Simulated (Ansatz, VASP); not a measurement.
# CoO in VASP and in Ansatz

INCAR

```
PREC = Accurate
ENCUT = 520
EDIFF = 1E-6
ISMEAR = -1
SIGMA = 0.1
LREAL = F
LASPH = T
NELM = 150
ALGO = Normal
ISIF = 2
LWAVE = F
LCHARG = F
ISPIN = 2
MAGMOM = 1.8 0
LORBIT = 11
LMAXMIX = 4
GGA = PS
NBANDS = 18
```

Contents of KPOINTS:

```
regular mesh
0
Gamma
  6 6 6
```

File POSCAR:

```
CoO
1.0
   -1.5080000000      1.5080000000      2.1072480000
    1.5080000000     -1.5080000000      2.1072480000
    1.5080000000      1.5080000000     -2.1072480000
Co O
1 1
Direct
    0.0050314327     -0.0094650357      0.0108021697
    0.4833774134      0.4966810874     -0.0439632950
```

Input for Ansatz:

```yaml
crystal:
  lattice:
    - [-1.508, 1.508, 2.107248]
    - [1.508, -1.508, 2.107248]
    - [1.508, 1.508, -2.107248]
  atoms:
    - { symbol: Co, position: [0.005031432652635568, -0.009465035721374174, 0.010802169739783285], spin: 1.8 }
    - { symbol: O, position: [0.4833774133911434, 0.49668108744677364, -0.04396329502349818], spin: 0.0 }
kpoints:
  mp_grid:
    grid: [6, 6, 6]
hamiltonian:
  xc: pbesol
magnetization:
  spin_polarized: true
scf:
  convergence:
    dr2_threshold: 1.0e-08
  mixing:
    algorithm: anderson
    beta: 0.4
    ndim: 6
  occupations:
    method: fermi_dirac
output:
  forces: true
```

Alike in both runs: task single point; functional PBEsol; k mesh 6 × 6 × 6; collinear spin.

|  | VASP | Ansatz |
| --- | --- | --- |
| version | VASP 6.6.1 | Ansatz 0.2.0 |
| potentials or method | VASP PAW PBE potentials, release 64 (Co, O) | plane waves, PAW |
| plane-wave cutoff (eV) | 520 | 420 |
| occupations | fermi-dirac, width 0.1 eV | fermi-dirac |
| valence electrons in the cell | 15 | 23 |

|  | VASP | Ansatz | Ansatz less VASP |
| --- | --- | --- | --- |
| rms of the force components (eV/Å) | 0.092 | 0.088 | -0.0035 |
| net moment per atom (μB) | 1.42 | 1.43 | +0.012 |
| size of the moment on the site where the two differ most (μB) | 2.48 | 2.38 | -0.104 |

VASP's potentials were made for PBE, not for PBEsol. Site moments also hang on the region over which each program counts them. Atom by atom the forces differ by 0.004 eV/Å (rms over components). VASP's potentials hold 15 valence electrons a cell and Ansatz's 23, so a difference there can come from the potentials and not from the codes. Ansatz's warnings: stability check not made.

The k mesh is coarse, so the values compare programs but aren't converged.
